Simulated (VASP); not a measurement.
Ni:

```xyz
2
Lattice="2.7969 0.0000 0.0000 0.0000 2.7969 0.0000 0.0000 0.0000 2.7969" Properties=species:S:1:pos:R:3 pbc="T T T"
Ni    0.0000    0.0000    0.0000
Ni    1.3985    1.3985    1.3985
```

| Quantity | Value |
| --- | --- |
| Program | VASP 6.6.1 |
| Task | relaxation of cell and atoms |
| Functional | r2SCAN |
| Potentials or basis | VASP PAW PBE potentials, release 64 (Ni) |
| Cutoff | 600 eV |
| k mesh | 11 × 11 × 11 |
| Occupations | fermi-dirac, width 0.05 eV |
| Spin | collinear spin, antiferromagnetic start |
| Starting moments | [0.8, -0.8] μB |

At the start: pressure -9.0 GPa; volume 10.94 Å³/atom.

Question: Where does the relaxation end?

Answer: Over 3 steps the energy falls by 14.1 meV/atom and the volume is 10.46 Å³/atom (-4.4 %); space group Im-3m (No. 229, to 0.05 Å); moment 0.00 μB per cell.

The path:
```
step  energy change (eV)  largest force (eV/Å)  pressure (GPa)  volume (Å³)
   1              0.0000                0.0000           -8.95        21.88
   2              0.0021                0.0000           11.14        20.00
   3             -0.0282                0.0000            0.13        20.92
```

Final structure:
```cif
data_structure
_symmetry_space_group_name_H-M 'P 1'
_symmetry_Int_Tables_number 1
_cell_length_a 2.7555
_cell_length_b 2.7555
_cell_length_c 2.7555
_cell_angle_alpha 90.000
_cell_angle_beta 90.000
_cell_angle_gamma 90.000
_cell_volume 20.92
loop_
_atom_site_label
_atom_site_type_symbol
_atom_site_fract_x
_atom_site_fract_y
_atom_site_fract_z
_atom_site_occupancy
Ni1 Ni 0.00000 0.00000 0.00000 1
Ni2 Ni 0.50000 0.50000 0.50000 1
```

Caveat: the PAW data sets were made with another functional, which shifts forces and pressure a little.
